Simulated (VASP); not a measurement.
Ti, 1 atom in the cell. It takes space group Pm-3m (No. 221, cubic). The conventional cell has a = 2.777 Å, b = 2.777 Å, c = 2.777 Å, α = 90.00°, β = 90.00°, γ = 90.00°. Ti (site symmetry m-3m) has 6 Ti at 2.78 Å within 3.7 Å.  This cell differs from its parent crystal: volume scaled by 1.12.

```yaml
Program: VASP 6.6.1
Task: single point
Functional: BLYP
Potentials_or_basis: VASP PAW PBE potentials, release 64 (Ti_sv)
Cutoff: 520 eV
k_mesh: 13 × 13 × 13
Occupations: fermi-dirac, width 0.1 eV
Spin: no spin polarisation
Dipole_correction: no
Further_INCAR_settings: ALGO = Normal; EDIFF = 1e-06; NBANDS = 12
```

Potentials or basis: VASP PAW PBE potentials, release 64 (Ti_sv).

Launch:

```sh
$ cat potpaw_PBE.64/Ti_sv/POTCAR > POTCAR
$ mpirun -np 1 vasp_std > vasp.out
```

Hardware: 1 thread of Intel Xeon 6975P-C, on a shared host.

Q: Estimate the wall time of this run.

A: Run time: 15 s on 1 thread of Intel Xeon 6975P-C (shared host), peak memory 0.15 GiB. Counts: scf iterations 12, k points 84.
